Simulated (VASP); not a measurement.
**TlH5: single point with PBE**

TlH5:

```
CELL_PARAMETERS angstrom
3.01297 0.00000 0.00000
-1.50648 2.60931 0.00000
0.00000 0.00000 6.79444
ATOMIC_POSITIONS crystal
Tl 0.00000 0.00000 0.53116
H 0.50000 0.00000 0.11327
H 0.00000 0.50000 0.11327
H 0.50000 0.50000 0.11327
H 0.00000 0.00000 0.80113
H 0.00000 0.00000 0.12210
```

The cell was generated, and may not be a known phase.

| Property | Result |
| --- | --- |
| Program | VASP 6.6.1 |
| Task | single point |
| Functional | PBE |
| Potentials or basis | VASP PAW PBE potentials, release 64 (Tl_d, H) |
| Cutoff | 520 eV |
| k mesh | 6 × 6 × 4 |
| Occupations | gaussian, width 0.1 eV |
| Spin | no spin polarisation |
| Dipole correction | no |
| Further INCAR settings | ALGO = Normal; EDIFF = 1e-06; NBANDS = 18 |

| Quantity | Value |
| --- | --- |
| Pressure | -0.2 GPa |
| Largest force | 0.006 eV/Å |
| Band gap on the k mesh | zero (bands 9 and 10 overlap by 4.43 eV) |

Forces on the atoms (eV/Å):
```
Tl   0.000  0.000 -0.006
H    0.000  0.000  0.001
H    0.000  0.000  0.001
H    0.000  0.000  0.001
H    0.000  0.000  0.005
H    0.000  0.000 -0.002
```

Stress tensor (GPa, compression positive):
```
-0.26  0.00  0.00
 0.00 -0.26  0.00
 0.00  0.00 -0.02
```

Levels at points of the mesh, in eV from the Fermi level:
| k point | band 6 | band 7 | band 8 | band 9 | band 10 | band 11 | band 12 | band 13 |
| --- | --- | --- | --- | --- | --- | --- | --- | --- |
| (0.00, 0.00, 0.00) | -11.31 | -9.54 | -3.85 | 4.08 | 6.07 | 6.45 | 6.45 | 6.89 |
| (0.50, 0.00, 0.00) | -6.25 | -6.01 | -4.16 | -2.23 | -0.35 | 4.03 | 4.08 | 5.72 |
| (0.00, 0.00, 0.50) | -11.31 | -9.92 | -2.85 | 1.47 | 6.19 | 6.45 | 6.45 | 9.67 |
| (0.50, 0.00, 0.50) | -6.20 | -5.97 | -4.50 | -2.35 | 0.51 | 4.09 | 4.11 | 6.22 |

Run time: 14 s on 1 thread of Intel(R) Xeon(R) Platinum 8488C (Sapphire Rapids), on a shared host, peak memory 0.18 GiB.

Caveat: the k points lie up to 0.40 Å⁻¹ apart, too coarse for converged energies and pressures of a metal; spin-orbit coupling is left out, which moves the levels of the heavy elements.
